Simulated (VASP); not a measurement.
# GaP (F-43m) in VASP: further runs

Runs on GaP. Level: PBE. Tasks: single point.

Program: VASP 6.6.1. These are calculated values, not measurements. Logs are shortened: lines on timing, memory, paths and dates and some standing lists are left out, and cuts for length are marked.

### Step 1. The cell of the first run

It takes space group F-43m (No. 216, cubic). Conventional cell: a = 5.336 Å, b = 5.336 Å, c = 5.336 Å, α = 90.00°, β = 90.00°, γ = 90.00°. Ga (site symmetry -43m) has 4 P at 2.31 Å within 3.1 Å. P (site symmetry -43m) has 4 Ga at 2.31 Å within 3.1 Å.

### Step 2. Single point, PBE (18.99 Å³/atom)

INCAR reads:

```
PREC = Accurate
ENCUT = 500
EDIFF = 1E-6
ISMEAR = 0
SIGMA = 0.02
LREAL = F
LASPH = T
NELM = 120
ALGO = Normal
ISIF = 2
LWAVE = F
LCHARG = F
GGA = PE
NBANDS = 16
GGA_COMPAT = F
```

KPOINTS reads:

```
regular mesh
0
Gamma
  8 8 8
```

POSCAR reads:

```
GaP
1.0
    0.0000000000      2.6677871196      2.6677871196
    2.6677871196      0.0000000000      2.6677871196
    2.6677871196      2.6677871196      0.0000000000
Ga P
1 1
Direct
    0.0000000000      0.0000000000      0.0000000000
    0.2500000000      0.2500000000      0.2500000000
```

Potentials or basis: VASP PAW PBE potentials, release 64 (Ga_d, P).

The run is started by

```console
> cat potpaw_PBE.64/Ga_d/POTCAR potpaw_PBE.64/P/POTCAR > POTCAR
> mpirun -np 1 vasp_std > vasp.out
```

OUTCAR:

```text
PREC = Accurate
   ENCUT = 500
   EDIFF = 1E-6
   ISMEAR = 0
   LREAL = F
   LASPH = T
   NELM = 120
   ISIF = 2
   GGA = PE

 ion  position               nearest neighbor table
   1  0.000  0.000  0.000-   2 2.31   2 2.31   2 2.31   2 2.31
   2  0.250  0.250  0.250-   1 2.31   1 2.31   1 2.31   1 2.31

  LATTYP: Found a face centered cubic cell.
 ALAT       =     5.3355742392

  Lattice vectors:

 A1 = (   0.0000000000,   2.6677871196,   2.6677871196)
 A2 = (   2.6677871196,   0.0000000000,   2.6677871196)
 A3 = (   2.6677871196,   2.6677871196,   0.0000000000)

Analysis of symmetry for initial positions (statically):
=====================================================================
 Subroutine PRICEL returns:
 Original cell was already a primitive cell.

 Routine SETGRP: Setting up the symmetry group for a
 face centered cubic supercell.

 Subroutine GETGRP returns: Found 24 space group operations
 (whereof 24 operations were pure point group operations)
 out of a pool of 48 trial point group operations.

The static configuration has the point symmetry T_d .

Analysis of symmetry for dynamics (positions and initial velocities):
=====================================================================
 Subroutine PRICEL returns:
 Original cell was already a primitive cell.

 Routine SETGRP: Setting up the symmetry group for a
 face centered cubic supercell.

 Subroutine GETGRP returns: Found 24 space group operations
 (whereof 24 operations were pure point group operations)
 out of a pool of 48 trial point group operations.

The dynamic configuration has the point symmetry T_d .

 Subroutine INISYM returns: Found 24 space group operations
 (whereof 24 operations are pure point group operations),
 and found     1 'primitive' translations

----------------------------------------------------------------------------------------

                                     Primitive cell

  volume of cell :      37.9738

  direct lattice vectors                    reciprocal lattice vectors
     0.000000000  2.667787120  2.667787120    -0.187421251  0.187421251  0.187421251
     2.667787120  0.000000000  2.667787120     0.187421251 -0.187421251  0.187421251
     2.667787120  2.667787120  0.000000000     0.187421251  0.187421251 -0.187421251

  length of vectors
     3.772820726  3.772820726  3.772820726     0.324623130  0.324623130  0.324623130

  position of ions in fractional coordinates (direct lattice)
     0.000000000  0.000000000  0.000000000
     0.250000000  0.250000000  0.250000000

  ion indices of the primitive-cell ions
   primitive index   ion index
                 1           1
                 2           2

----------------------------------------------------------------------------------------

 KPOINTS: regular mesh

Automatic generation of k-mesh.
 Grid dimensions read from file:
 generate k-points for:    8    8    8

 Generating k-lattice:

  Cartesian coordinates                     Fractional coordinates (reciprocal lattice)
    -0.023427656  0.023427656  0.023427656     0.125000000  0.000000000  0.000000000
     0.023427656 -0.023427656  0.023427656     0.000000000  0.125000000  0.000000000
     0.023427656  0.023427656 -0.023427656     0.000000000  0.000000000  0.125000000

  Length of vectors
     0.040577891  0.040577891  0.040577891

  Shift w.r.t. Gamma in fractional coordinates (k-lattice)
     0.000000000  0.000000000  0.000000000

 Subroutine IBZKPT returns following result:
 ===========================================

 Found     29 irreducible k-points:

 Following reciprocal coordinates:
            Coordinates               Weight
  0.000000  0.000000  0.000000      1.000000
  0.125000  0.000000  0.000000      8.000000
  0.250000  0.000000  0.000000      8.000000
  0.375000  0.000000  0.000000      8.000000
  0.500000  0.000000  0.000000      4.000000
  0.125000  0.125000  0.000000      6.000000
[... 16 lines left out ...]
  0.500000  0.250000  0.125000     48.000000
 -0.375000  0.250000  0.125000     24.000000
 [... further k-points ...]
   k-points           NKPTS =     29   k-points in BZ     NKDIM =     29   number of bands    NBANDS=     16
   number of dos      NEDOS =    301   number of ions     NIONS =      2
   total plane-waves  NPLWV =  21952
   dimension x,y,z NGX =    28 NGY =   28 NGZ =   28
   dimension x,y,z NGXF=    56 NGYF=   56 NGZF=   56
   ions per type =               1   1
   NGX,Y,Z   is equivalent  to a cutoff of  12.34, 12.34, 12.34 a.u.
   NGXF,Y,Z  is equivalent  to a cutoff of  24.68, 24.68, 24.68 a.u.
 SYSTEM =  unknown system
   PREC   = accura    normal or accurate (medium, high low for compatibility)
   ISTART =      0    job   : 0-new  1-cont  2-samecut
   ICHARG =      2    charge: 1-file 2-atom 10-const
   ISPIN  =      1    spin polarized calculation?
   LNONCOLLINEAR =      F non collinear calculations
   LSORBIT =      F    spin-orbit coupling
   LASPH  =      T    aspherical Exc in radial PAW
   ENCUT  =  500.0 eV  36.75 Ry    6.06 a.u.   6.88  6.88  6.88*2*pi/ulx,y,z
   NELM   =    120;   NELMIN=  2; NELMDL= -5     # of ELM steps
   EDIFF  = 0.1E-05   stopping-criterion for ELM
   LREAL  =      F    real-space projection
   EDIFFG = 0.1E-04   stopping-criterion for IOM
   NSW    =      0    number of steps for IOM
   IBRION =     -1    ionic relax: 0-MD 1-quasi-New 2-CG
   NFREE  =      0    steps in history (QN), initial steepest desc. (CG)
   ISIF   =      2    stress and relaxation
   ISYM   =      2    0-nonsym 1-usesym 2-fastsym
   POTIM  = 0.5000    time-step for ionic-motion
   TEBEG  =    0.0;   TEEND  =   0.0 temperature during run
   PSTRESS=    0.0 pullay stress
   NELECT =      18.0000    total number of electrons
   NUPDOWN=      -1.0000    fix difference up-down
   EMIN   =  10.00;   EMAX   =-10.00  energy-range for DOS
   EFERMI =   0.00;   METHOD = LEGACY
   ISMEAR =     0;   SIGMA  =   0.02  broadening in eV -4-tet -1-fermi 0-gaus
   EFERMI_NEDOS =   21; number of points for ismear=-14 and -15
   IALGO  =     38    algorithm
   IMIX   =      4    mixing-type and parameters
     AMIX     =   0.40;   BMIX     =  1.00
     AMIX_MAG =   1.60;   BMIX_MAG =  1.00
  volume/ion in A,a.u.               =      18.99       128.13
  Fermi-wavevector in a.u.,A,eV,Ry     =   1.276452  2.412145 22.168377  1.629330
  Thomas-Fermi vector in A             =   2.409107
   LORBIT       =      0    0 simple, 1 ext, 2 COOP (PROOUT), +10 PAW based schemes
   GGA     = PE    functional components
   LHFCALC =     F    Hartree Fock is set to
   AEXX    =    0.0000 exact exchange contribution
   IVDW    =     0    specifies the selected vdW correction
   LEPSILON=     F    determine dielectric tensor
   LRPA    =     F    only Hartree local field effects (RPA)
 non-spin polarized calculation
 Gauss-broadening in eV      SIGMA  =   0.02
  energy-cutoff  :      500.00
  volume of cell :       37.97
 maximum number of plane-waves:       982
   NGX = 13   NGY = 13   NGZ = 13

 number of electron      17.9999984 magnetization

 Free energy of the ion-electron system (eV)
  ---------------------------------------------------
  ext. energy  EPLUGINS =         0.00000000
  ---------------------------------------------------
  free energy    TOTEN  =        -9.02959710 eV

  energy without entropy =       -9.02959710  energy(sigma->0) =       -9.02959710

 E-fermi :   5.4925     XC(G=0): -10.1275

 val. band max:        5.3288512202   @ k =   0.0000   0.0000   0.0000
 cond. band min:       6.8415385804   @ k =   0.5000   0.5000   0.0000
 fundamental gap:      1.5126873601
 Fermi energy:         5.4925059151

 k-point     1 :       0.0000    0.0000    0.0000
  band No.  band energies     occupation
      1      -9.3464      2.00000
      2      -9.3464      2.00000
      3      -9.3464      2.00000
      4      -9.2255      2.00000
      5      -9.2255      2.00000
      6      -7.6634      2.00000
[... 8 lines left out ...]
     15      15.2014      0.00000
     16      15.2014      0.00000

 k-point     2 :       0.1250    0.0000    0.0000
  band No.  band energies     occupation
      1      -9.3656      2.00000
      2      -9.3407      2.00000
      3      -9.3407      2.00000
      4      -9.2256      2.00000
      5      -9.2256      2.00000
      6      -7.4423      2.00000
[... 8 lines left out ...]
     15      14.5413      0.00000
     16      15.3404      0.00000

 k-point     3 :       0.2500    0.0000    0.0000
  band No.  band energies     occupation
      1      -9.4053      2.00000
      2      -9.3284      2.00000
      3      -9.3284      2.00000
      4      -9.2240      2.00000
      5      -9.2240      2.00000
      6      -6.8173      2.00000
[... 8 lines left out ...]
     15      14.3625      0.00000
     16      15.4336      0.00000

 k-point     4 :       0.3750    0.0000    0.0000
  band No.  band energies     occupation
      1      -9.4393      2.00000
      2      -9.3191      2.00000
      3      -9.3191      2.00000
      4      -9.2193      2.00000
      5      -9.2193      2.00000
      6      -5.9358      2.00000
[... 8 lines left out ...]
     15      15.6501      0.00000
     16      15.6501      0.00000
[... 324 lines left out ...]
 k-point    22 :       0.3750    0.2500    0.1250
  band No.  band energies     occupation
      1      -9.4327      2.00000
      2      -9.3138      2.00000
      3      -9.3088      2.00000
      4      -9.2397      2.00000
      5      -9.2144      2.00000
      6      -6.2883      2.00000
[... 8 lines left out ...]
     15      16.7173      0.00000
     16      18.1712      0.00000

 k-point    23 :       0.5000    0.2500    0.1250
  band No.  band energies     occupation
      1      -9.4514      2.00000
      2      -9.3094      2.00000
      3      -9.2976      2.00000
      4      -9.2370      2.00000
      5      -9.2145      2.00000
      6      -5.4553      2.00000
[... 8 lines left out ...]
     15      17.2237      0.00000
     16      18.4505      0.00000

 k-point    24 :      -0.3750    0.2500    0.1250
  band No.  band energies     occupation
      1      -9.4582      2.00000
      2      -9.3088      2.00000
      3      -9.2937      2.00000
      4      -9.2324      2.00000
      5      -9.2166      2.00000
      6      -4.9349      2.00000
[... 8 lines left out ...]
     15      17.5559      0.00000
     16      18.2203      0.00000

 [... further k-points ...]

------------------------ aborting loop because EDIFF is reached ----------------------------------------

  FORCE on cell =-STRESS in cart. coord.  units (eV):
  Direction    XX          YY          ZZ          XY          YZ          ZX
  --------------------------------------------------------------------------------------
  -------------------------------------------------------------------------------------
  Total        2.0911173      2.0911173      2.0911173      0.0000000      0.0000000      0.0000000
  in kB       88.2278024     88.2278024     88.2278024      0.0000000      0.0000000      0.0000000
  external PRESSURE =      88.2278024 kB  Pullay stress =       0.0000000 kB

 VOLUME and BASIS-vectors are now :
 -----------------------------------------------------------------------------
  energy-cutoff  :      500.00
  volume of cell :       37.97
      direct lattice vectors                 reciprocal lattice vectors
     0.000000000  2.667787120  2.667787120    -0.187421251  0.187421251  0.187421251
     2.667787120  0.000000000  2.667787120     0.187421251 -0.187421251  0.187421251
     2.667787120  2.667787120  0.000000000     0.187421251  0.187421251 -0.187421251

 POSITION                                       TOTAL-FORCE (eV/Angst)
 -----------------------------------------------------------------------------------
      0.00000      0.00000      0.00000         0.000000     -0.000000     -0.000000
      1.33389      1.33389      1.33389        -0.000000      0.000000      0.000000
 -----------------------------------------------------------------------------------
    total drift:                                0.000001      0.000001      0.000001

  FREE ENERGIE OF THE ION-ELECTRON SYSTEM (eV)
  ---------------------------------------------------
  free  energy   TOTEN  =        -9.0295970997 eV

  energy  without entropy=       -9.0295970997  energy(sigma->0) =       -9.02959710
```

It took 7.2 s on 1 thread of Intel Xeon 6975P-C (Granite Rapids), shared host; peak memory 0.15 GiB.

What came out:

* Free energy: -9.0296 eV
* Pressure: 8.8 GPa
* Band gap on the k mesh: 1.51 eV (least direct gap 2.36 eV)

Caveat: the cell stands under pressure. A k mesh can miss the band edges.

### Step 3. Single point, PBE (20.24 Å³/atom)

This run uses another cell than the first one, of 20.24 Å³/atom.

INCAR reads:

```
SYSTEM = GaP
PREC = Accurate
ENCUT = 500
EDIFF = 1E-6
ISMEAR = 0
SIGMA = 0.02
LREAL = .False.
LASPH = .True.
NELM = 120
ALGO = Normal
ISIF = 2
LWAVE = .False.
LCHARG = .False.
GGA = PE
NBANDS = 16
GGA_COMPAT = .False.
```

KPOINTS reads:

```
Automatic mesh
0
Gamma
  8 8 8
  0 0 0
```

POSCAR reads:

```
GaP
1.0
    0.0000000000      2.7251763964      2.7251763964
    2.7251763964      0.0000000000      2.7251763964
    2.7251763964      2.7251763964      0.0000000000
Ga P
1 1
Direct
    0.0000000000      0.0000000000      0.0000000000
    0.2500000000      0.2500000000      0.2500000000
```

Potentials or basis: VASP PAW PBE potentials, release 64 (Ga_d, P).

The run is started by

```console
> cat potpaw_PBE.64/Ga_d/POTCAR potpaw_PBE.64/P/POTCAR > POTCAR
> mpirun -np 1 vasp_std > vasp.out
```

Run time: 7.5 s. Hardware: 1 thread of Intel Xeon 6975P-C (Granite Rapids), shared host; peak memory 0.16 GiB.

The run converged. Its results:

- Free energy: -9.1160 eV
- Pressure: 2.4 GPa
- Band gap on the k mesh: 1.64 eV (least direct gap 1.83 eV)

Levels at points of the mesh, in eV from the valence-band top:
```tsv
k point	band 6	band 7	band 8	band 9	band 10	band 11	band 12	band 13
(0.00, 0.00, 0.00)	-12.49	0.00	0.00	0.00	1.83	3.89	3.89	3.89
(0.50, 0.00, 0.00)	-10.43	-6.63	-1.12	-1.12	1.67	4.72	4.72	8.29
(0.50, 0.50, 0.00)	-9.53	-6.75	-2.68	-2.68	1.65	1.82	10.60	10.60
```

A k mesh can miss the band edges. PBE gaps usually lie below the measured ones, often by a third to a half.

### Step 4. Single point, PBE (19.61 Å³/atom)

This run uses another cell than the first one, of 19.61 Å³/atom.

INCAR reads:

```
SYSTEM = GaP
  ALGO = Normal
  EDIFF = 1E-6
  ENCUT = 500
  GGA = PE
  GGA_COMPAT = .FALSE.
  ISIF = 2
  ISMEAR = 0
  LASPH = .TRUE.
  LCHARG = .FALSE.
  LREAL = .FALSE.
  LWAVE = .FALSE.
  NBANDS = 16
  NELM = 120
  PREC = Accurate
  SIGMA = 0.02
```

KPOINTS reads:

```
k-points
0
G
  8 8 8
  0 0 0
```

POSCAR reads:

```
GaP
1.0
    0.0000000000      2.6967870777      2.6967870777
    2.6967870777      0.0000000000      2.6967870777
    2.6967870777      2.6967870777      0.0000000000
Ga P
1 1
Direct
    0.0000000000      0.0000000000      0.0000000000
    0.2500000000      0.2500000000      0.2500000000
```

The run is started by

```console
> cat potpaw_PBE.64/Ga_d/POTCAR potpaw_PBE.64/P/POTCAR > POTCAR
> mpirun -np 1 vasp_std > vasp.out
```

It took 7.1 s on 1 thread of Intel Xeon 6975P-C (Granite Rapids), shared host; peak memory 0.16 GiB.

The run converged. Its results:

* Free energy: -9.0853 eV
* Pressure: 5.4 GPa
* Band gap on the k mesh: 1.59 eV (least direct gap 2.09 eV)

Levels at points of the mesh, in eV from the valence-band top:
```tsv
k point	band 6	band 7	band 8	band 9	band 10	band 11	band 12	band 13
(0.00, 0.00, 0.00)	-12.73	0.00	0.00	0.00	2.09	3.88	3.88	3.88
(0.50, 0.00, 0.00)	-10.56	-6.82	-1.16	-1.16	1.77	4.71	4.71	8.34
(0.50, 0.50, 0.00)	-9.62	-6.90	-2.79	-2.79	1.59	1.79	10.83	10.83
```

Caveat: the cell stands under pressure.

### Step 5. The runs side by side

```tsv
cell	gap on the mesh (eV)	pressure (GPa)
a = 3.773 Å, angles 60.0°, 2 atoms	1.51	8.8
a = 3.854 Å, angles 60.0°, 2 atoms	1.64	2.4
a = 3.814 Å, angles 60.0°, 2 atoms	1.59	5.4
```

Alike in all rows: task single point; level PBE; potentials or basis VASP PAW PBE potentials, release 64 (Ga_d, P); no spin polarisation; k mesh 8 × 8 × 8; cutoff (eV) 500; smearing gaussian 0.02 eV.

Caveats: the cell stands under pressure (at least some runs).

Total energies depend on the potentials used, so only differences within one code and one set of settings carry meaning.
